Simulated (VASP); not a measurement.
# Bi4Te3 (P-6m2) in VASP: further runs

The runs below take Bi4Te3 through single point, with PBE.

Program: VASP 6.6.1. These are calculated values, not measurements. Logs are shortened: lines on timing, memory, paths and dates and some standing lists are left out, and cuts for length are marked.

## Step 1: The cell of the first run

Symmetry: P-6m2, No. 187, hexagonal system. The conventional cell has a = 9.654 Å, b = 9.654 Å, c = 2.933 Å, α = 90.00°, β = 90.00°, γ = 120.00°. Bi (site symmetry mm2) has 6 Bi at 2.93 to 3.90 Å and 2 Te at 3.55 Å within 3.9 Å. Bi (site symmetry -6m2) has 8 Bi at 2.93 to 3.90 Å and 6 Te at 3.78 Å within 3.9 Å. Te (site symmetry mm2) has 4 Te at 2.93 to 3.62 Å and 4 Bi at 3.55 to 3.78 Å within 3.9 Å.

## Step 2: Single point, PBE

Contents of INCAR:

```
SYSTEM = Bi4Te3
PREC     = Accurate       ! precision mode
ENCUT    = 520            ! plane-wave cutoff, eV
EDIFF    = 1E-6           ! SCF threshold, eV
ISMEAR   = 0              ! smearing method
SIGMA    = 0.1            ! smearing width, eV
LREAL    = .FALSE.        ! projectors in reciprocal space
LASPH    = .TRUE.         ! aspherical terms in the spheres
NELM     = 60             ! most SCF steps
ALGO     = Normal         ! electronic algorithm
ISIF     = 2              ! what is computed and relaxed
LWAVE    = .FALSE.        ! write WAVECAR
LCHARG   = .FALSE.        ! write CHGCAR
GGA      = PE             ! functional
NBANDS   = 48             ! bands
```

Contents of KPOINTS:

```
Automatic mesh
0
G
  3 3 2
  0 0 0
```

Contents of POSCAR:

```
Bi4Te3
1.0
    9.6538514548      0.0000000044      0.0000000000
   -4.8269257312      8.3604806020      0.0000000000
    0.0000000000      0.0000000000      2.9330133112
Bi Te
4 3
Direct
    0.5492463108      0.4507536892      0.5000000000
    0.5492463108      0.0984926215      0.5000000000
    0.9015073785      0.4507536892      0.5000000000
    0.3333333333      0.6666666667      0.0000000000
    0.1249770472      0.8750229528      0.5000000000
    0.1249770472      0.2499540943      0.5000000000
    0.7500459057      0.8750229528      0.5000000000
```

Potentials or basis: VASP PAW PBE potentials, release 64 (Bi_d, Te).

The run is started by

```console
$ cat potpaw_PBE.64/Bi_d/POTCAR potpaw_PBE.64/Te/POTCAR > POTCAR
$ mpirun -np 1 vasp_std > vasp.out
```

OUTCAR:

```text
SYSTEM = Bi4Te3
   PREC = Accurate
   ENCUT = 520
   EDIFF = 1E-6
   ISMEAR = 0
   LREAL = .FALSE.
   LASPH = .TRUE.
   NELM = 60
   ISIF = 2
   GGA = PE

 ion  position               nearest neighbor table
   1  0.549  0.451  0.500-   2 3.40   3 3.40   7 3.55   6 3.55   4 3.90   4 3.90
   2  0.549  0.098  0.500-   1 3.40   3 3.40   7 3.55   5 3.55   4 3.90   4 3.90
   3  0.902  0.451  0.500-   2 3.40   1 3.40   5 3.55   6 3.55   4 3.90   4 3.90
   4  0.333  0.667  0.000-   5 3.78   5 3.78   6 3.78   6 3.78   7 3.78   7 3.78   2 3.90   2 3.90
                             3 3.90   3 3.90   1 3.90   1 3.90
   5  0.125  0.875  0.500-   3 3.55   2 3.55   6 3.62   7 3.62   4 3.78   4 3.78
   6  0.125  0.250  0.500-   3 3.55   1 3.55   5 3.62   7 3.62   4 3.78   4 3.78
   7  0.750  0.875  0.500-   1 3.55   2 3.55   6 3.62   5 3.62   4 3.78   4 3.78

  LATTYP: Found a hexagonal cell.
 ALAT       =     9.6538514548
 C/A-ratio  =     0.3038179451

  Lattice vectors:

 A1 = (   9.6538514548,   0.0000000044,   0.0000000000)
 A2 = (  -4.8269257312,   8.3604806020,   0.0000000000)
 A3 = (   0.0000000000,   0.0000000000,   2.9330133112)

Analysis of symmetry for initial positions (statically):
=====================================================================
 Subroutine PRICEL returns:
 Original cell was already a primitive cell.

 Routine SETGRP: Setting up the symmetry group for a
 hexagonal supercell.

 Subroutine GETGRP returns: Found 12 space group operations
 (whereof 12 operations were pure point group operations)
 out of a pool of 24 trial point group operations.

The static configuration has the point symmetry D_3h.

Analysis of symmetry for dynamics (positions and initial velocities):
=====================================================================
 Subroutine PRICEL returns:
 Original cell was already a primitive cell.

 Routine SETGRP: Setting up the symmetry group for a
 hexagonal supercell.

 Subroutine GETGRP returns: Found 12 space group operations
 (whereof 12 operations were pure point group operations)
 out of a pool of 24 trial point group operations.

The dynamic configuration has the point symmetry D_3h.

 Subroutine INISYM returns: Found 12 space group operations
 (whereof 12 operations are pure point group operations),
 and found     1 'primitive' translations

----------------------------------------------------------------------------------------
[... 81 lines left out ...]
   LASPH  =      T    aspherical Exc in radial PAW
   ENCUT  =  520.0 eV  38.22 Ry    6.18 a.u.  17.95 17.95  5.45*2*pi/ulx,y,z
   NELM   =     60;   NELMIN=  2; NELMDL= -5     # of ELM steps
   EDIFF  = 0.1E-05   stopping-criterion for ELM
   LREAL  =      F    real-space projection
[... 7 lines left out ...]
   TEBEG  =    0.0;   TEEND  =   0.0 temperature during run
   PSTRESS=    0.0 pullay stress
   NELECT =      78.0000    total number of electrons
   NUPDOWN=      -1.0000    fix difference up-down
   EMIN   =  10.00;   EMAX   =-10.00  energy-range for DOS
   EFERMI =   0.00;   METHOD = LEGACY
   ISMEAR =     0;   SIGMA  =   0.10  broadening in eV -4-tet -1-fermi 0-gaus
   EFERMI_NEDOS =   21; number of points for ismear=-14 and -15
   IALGO  =     38    algorithm
   IMIX   =      4    mixing-type and parameters
     AMIX     =   0.40;   BMIX     =  1.00
     AMIX_MAG =   1.60;   BMIX_MAG =  1.00
  volume/ion in A,a.u.               =      33.82       228.22
  Fermi-wavevector in a.u.,A,eV,Ry     =   1.130727  2.136764 17.395639  1.278543
  Thomas-Fermi vector in A             =   2.267424
   LORBIT       =      0    0 simple, 1 ext, 2 COOP (PROOUT), +10 PAW based schemes
   GGA     = PE    functional components
   LHFCALC =     F    Hartree Fock is set to
   AEXX    =    0.0000 exact exchange contribution
   IVDW    =     0    specifies the selected vdW correction
   LEPSILON=     F    determine dielectric tensor
   LRPA    =     F    only Hartree local field effects (RPA)
 non-spin polarized calculation
 Gauss-broadening in eV      SIGMA  =   0.10
  energy-cutoff  :      520.00
  volume of cell :      236.73
 maximum number of plane-waves:      6395
 NGX is ok and might be reduce to    72
   NGX = 35   NGY = 35   NGZ = 11

 number of electron      77.9999966 magnetization

 Free energy of the ion-electron system (eV)
  ---------------------------------------------------
  ext. energy  EPLUGINS =         0.00000000
  ---------------------------------------------------
  free energy    TOTEN  =       -29.28919737 eV

  energy without entropy =      -29.27381722  energy(sigma->0) =      -29.28150730

 E-fermi :   6.7224     XC(G=0):  -9.4552

 val. band max:        6.5537291423   @ k =   0.3333   0.0000   0.5000
 cond. band min:       6.8002637131   @ k =   0.3333   0.0000   0.5000
 fundamental gap:      0.2465345709
 Fermi energy:         6.7224155814

 k-point     1 :       0.0000    0.0000    0.0000
  band No.  band energies     occupation
      1     -17.0637      2.00000
      2     -16.8854      2.00000
      3     -16.8854      2.00000
      4     -16.6625      2.00000
      5     -16.6347      2.00000
      6     -16.6347      2.00000
[... 295 lines left out ...]
     47       9.5320      0.00000
     48       9.7611      0.00000

------------------------ aborting loop because EDIFF is reached ----------------------------------------

  FORCE on cell =-STRESS in cart. coord.  units (eV):
  Direction    XX          YY          ZZ          XY          YZ          ZX
  --------------------------------------------------------------------------------------
  -------------------------------------------------------------------------------------
  Total        0.0255186      0.0255186     -0.3046077      0.0000000      0.0000000      0.0000000
  in kB        0.1727115      0.1727115     -2.0616058      0.0000000      0.0000000      0.0000000
  external PRESSURE =      -0.5720609 kB  Pullay stress =       0.0000000 kB

 VOLUME and BASIS-vectors are now :
 -----------------------------------------------------------------------------
  energy-cutoff  :      520.00
  volume of cell :      236.73
      direct lattice vectors                 reciprocal lattice vectors
     9.653851455  0.000000004  0.000000000     0.103585600  0.059805174  0.000000000
    -4.826925731  8.360480602  0.000000000    -0.000000000  0.119610349  0.000000000
     0.000000000  0.000000000  2.933013311     0.000000000  0.000000000  0.340946288

 POSITION                                       TOTAL-FORCE (eV/Angst)
 -----------------------------------------------------------------------------------
      3.12659      3.76852      1.46651         0.004008     -0.002314     -0.000000
      4.82693      0.82345      1.46651        -0.000000      0.004628     -0.000000
      6.52726      3.76852      1.46651        -0.004008     -0.002314     -0.000000
     -0.00000      5.57365      0.00000         0.000000      0.000000      0.000000
     -3.01716      7.31561      1.46651        -0.005273      0.003044      0.000000
     -0.00000      2.08974      1.46651         0.000000     -0.006088      0.000000
      3.01716      7.31561      1.46651         0.005273      0.003044      0.000000
 -----------------------------------------------------------------------------------
    total drift:                               -0.000001      0.000001      0.000000

  FREE ENERGIE OF THE ION-ELECTRON SYSTEM (eV)
  ---------------------------------------------------
  free  energy   TOTEN  =       -29.2891973664 eV

  energy  without entropy=      -29.2738172249  energy(sigma->0) =      -29.28150730
```

Run time: 68 s. Hardware: 1 thread of Intel Xeon Platinum 8259CL at 2.50GHz (Skylake/Cascade Lake), shared host; peak memory 0.36 GiB.

Results:

| Property | Result |
| --- | --- |
| Free energy | -29.2892 eV |
| Pressure | -0.1 GPa |
| Largest force | 0.006 eV/Å |
| Band gap on the k mesh | zero (band 39 reaches 8.09 eV, above the bottom of band 40 at 5.99 eV) |

Forces in eV/Å, atoms in the order of the input:
```
Bi   0.004 -0.002  0.000
Bi   0.000  0.005  0.000
Bi  -0.004 -0.002  0.000
Bi   0.000  0.000  0.000
Te  -0.005  0.003  0.000
Te   0.000 -0.006  0.000
Te   0.005  0.003  0.000
```

Levels at points of the mesh, in eV from the Fermi level:
```csv
k point,band 34,band 35,band 36,band 37,band 38,band 39,band 40,band 41,band 42,band 43
"(0.00, 0.00, 0.00)",-3.20,-1.83,-1.83,-1.42,-1.42,1.37,1.60,1.60,3.13,3.89
"(0.00, 0.00, 0.50)",-3.98,-1.73,-1.39,-1.39,-0.86,-0.73,-0.73,-0.34,0.28,0.28
```

Caveat: the k points lie up to 1.07 Å⁻¹ apart; spin-orbit coupling is left out, which moves the levels of the heavy elements.

[end of part 1 of 2]
